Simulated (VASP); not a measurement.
Here is a VASP 6.6.1 calculation.

INCAR

```
SYSTEM = FeSi
PREC     = Accurate       ! precision mode
ENCUT    = 520            ! plane-wave cutoff, eV
EDIFF    = 1E-6           ! SCF threshold, eV
ISMEAR   = 0              ! smearing method
SIGMA    = 0.01           ! smearing width, eV
LREAL    = .FALSE.        ! projectors in reciprocal space
LASPH    = .TRUE.         ! aspherical terms in the spheres
NELM     = 80             ! most SCF steps
ALGO     = Normal         ! electronic algorithm
ISIF     = 2              ! what is computed and relaxed
LWAVE    = .FALSE.        ! write WAVECAR
LCHARG   = .FALSE.        ! write CHGCAR
GGA      = PE             ! functional
NBANDS   = 34             ! bands
```

The input KPOINTS:

```
Automatic mesh
0
G
  8 8 8
  0 0 0
```

The input POSCAR:

```
FeSi
1.0
    4.4031016687      0.0000000000      0.0000000000
    0.0000000000      4.4031016687      0.0000000000
    0.0000000000      0.0000000000      4.4031016687
Fe Si
4 4
Direct
    0.1373197973      0.1373197973      0.1373197973
    0.3626802027      0.8626802027      0.6373197973
    0.6373197973      0.3626802027      0.8626802027
    0.8626802027      0.6373197973      0.3626802027
    0.8413171426      0.8413171426      0.8413171426
    0.6586828574      0.1586828574      0.3413171426
    0.3413171426      0.6586828574      0.1586828574
    0.1586828574      0.3413171426      0.6586828574
```

Potentials or basis: VASP PAW PBE potentials, release 64 (Fe, Si).

Command:

```sh
$ cat potpaw_PBE.64/Fe/POTCAR potpaw_PBE.64/Si/POTCAR > POTCAR
$ mpirun -np 1 vasp_std > vasp.out
```

Task: Predict the largest force.

Result: 0.038 eV/Å.

Task: Estimate the band gap on the k mesh.

Result: 0.16 eV, indirect (least direct gap 0.17 eV).

Forces on the atoms (eV/Å):
```
Fe   0.022  0.022  0.022
Fe  -0.022 -0.022  0.022
Fe   0.022 -0.022 -0.022
Fe  -0.022  0.022 -0.022
Si   0.000  0.000  0.000
Si   0.000  0.000  0.000
Si   0.000  0.000  0.000
Si   0.000  0.000  0.000
```

 Spin polarisation is off, so any magnetic state and its effect on volume and gap are missing.
